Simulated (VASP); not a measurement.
A run of VASP 6.6.1 is set up as follows.

Contents of POSCAR:

```
TePb
1.0
    0.0000000000      3.2678424844      3.2678424844
    3.2678424844      0.0000000000      3.2678424844
    3.2678424844      3.2678424844      0.0000000000
Te Pb
1 1
Direct
    0.5000000000      0.5000000000      0.5000000000
    0.0000000000      0.0000000000      0.0000000000
```

File INCAR.step1:

```
PREC = Accurate
ENCUT = 520
ISMEAR = -1
SIGMA = 0.08
LREAL = F
LASPH = T
NELM = 100
NBANDS = 17
GGA = PE
ALGO = Normal
EDIFF = 1E-4
LWAVE = T
LCHARG = F
```

INCAR.step2

```
PREC = Accurate
ENCUT = 520
EDIFF = 1E-6
ISMEAR = -1
SIGMA = 0.08
LREAL = F
LASPH = T
NELM = 100
ALGO = Normal
ISIF = 2
LWAVE = F
LCHARG = T
METAGGA = R2SCAN
LMIXTAU = T
LELF = T
LVHAR = T
NBANDS = 17
ISTART = 1
```

Contents of KPOINTS:

```
regular mesh
0
Gamma
  14 14 14
```

Potentials or basis: VASP PAW PBE potentials, release 64 (Te, Pb_d).

The run is started by

```bash
$ cat potpaw_PBE.64/Te/POTCAR potpaw_PBE.64/Pb_d/POTCAR > POTCAR
$ cp INCAR.step1 INCAR
$ mpirun -np 1 vasp_std > vasp.out
$ cp INCAR.step2 INCAR
$ mpirun -np 1 vasp_std > vasp.out
```

(1) Estimate the pressure.

(2) Estimate the band gap on the k mesh.

Results:

(1) 0.0 GPa.

(2) 1.09 eV.

Caveat: the PAW data sets were made with another functional, which shifts forces and pressure a little; spin-orbit coupling is left out, which moves the levels of the heavy elements.
